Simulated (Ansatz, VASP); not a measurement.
# GaPt: VASP beside Ansatz

```
CELL_PARAMETERS angstrom
4.86413 0.00000 0.00000
0.00000 4.86413 0.00000
0.00000 0.00000 4.86413
ATOMIC_POSITIONS crystal
Ga 0.09316 0.09316 0.09316
Ga 0.40684 0.90684 0.59316
Ga 0.90684 0.59316 0.40684
Ga 0.59316 0.40684 0.90684
Pt 0.39869 0.39869 0.39869
Pt 0.10131 0.60131 0.89869
Pt 0.60131 0.89869 0.10131
Pt 0.89869 0.10131 0.60131
```

Alike in both runs: functional LDA; k mesh 8 × 8 × 8; occupations gaussian, width 0.1 eV; no spin polarisation.

Ansatz relaxed the structure, and its values are those at the end. VASP's run is a single point on that final structure, the one shown.

|  | VASP | Ansatz |
| --- | --- | --- |
| version | VASP 6.6.1 | Ansatz 0.2.0 |
| potentials or method | VASP PAW LDA potentials, release 64 (Ga_d, Pt), cutoff 520 eV | scalar-relativistic, plane waves, PAW |
| valence electrons in the cell | 92 | 124 |

```csv
,VASP,Ansatz,Ansatz less VASP
gap on the k mesh at the Fermi level (eV),none,none,-
pressure (GPa),0.8,0.0,-0.83
```

LDA's correlation is that of Perdew and Zunger in VASP and of Perdew and Wang (1992) in Ansatz. A gap of «none» marks a metal or a gap that the smearing closes. VASP's potentials hold 92 valence electrons a cell and Ansatz's 124, so a difference there can come from the potentials and not from the codes.

Spin-orbit coupling is off throughout.
